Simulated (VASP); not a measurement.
Crystal: Al.

```xyz
1
Lattice="0.0000 2.0240 2.0240 2.0240 0.0000 2.0240 2.0240 2.0240 0.0000" Properties=species:S:1:pos:R:3 pbc="T T T"
Al    0.0000    0.0000    0.0000
```

```yaml
Program: VASP 6.6.1
Task: relaxation of cell and atoms
Functional: PBEsol
Dispersion: D3(BJ)
Potentials_or_basis: VASP PAW PBE potentials, release 64 (Al)
Cutoff: 600 eV
k_mesh: 18 × 18 × 18
Occupations: gaussian, width 0.1 eV
Spin: no spin polarisation
```

At the start: pressure -4.9 GPa; volume 16.58 Å³/atom.

**Question.** How do energy, volume and symmetry change on relaxing?

**Answer.** Over 3 steps the energy falls by 16.7 meV/atom and the volume is 15.56 Å³/atom (-6.2 %); space group Fm-3m (No. 225, to 0.05 Å).

Step by step:
```tsv
step	energy change (eV)	largest force (eV/Å)	pressure (GPa)	volume (Å³)
1	0.0000	0.0000	-4.93	16.58
2	-0.0161	0.0000	1.03	15.39
3	-0.0167	0.0000	0.01	15.56
```

Final structure:
```yaml
crystal:
  lattice:
    - [0.00000, 1.98150, 1.98150]
    - [1.98150, 0.00000, 1.98150]
    - [1.98150, 1.98150, 0.00000]
  atoms:
    - { symbol: Al, position: [0.00000, 0.00000, 0.00000] }
```

Caveat: the PAW data sets were made with another functional, which shifts forces and pressure a little; pairwise dispersion overbinds metals, which lowers pressure and volume.
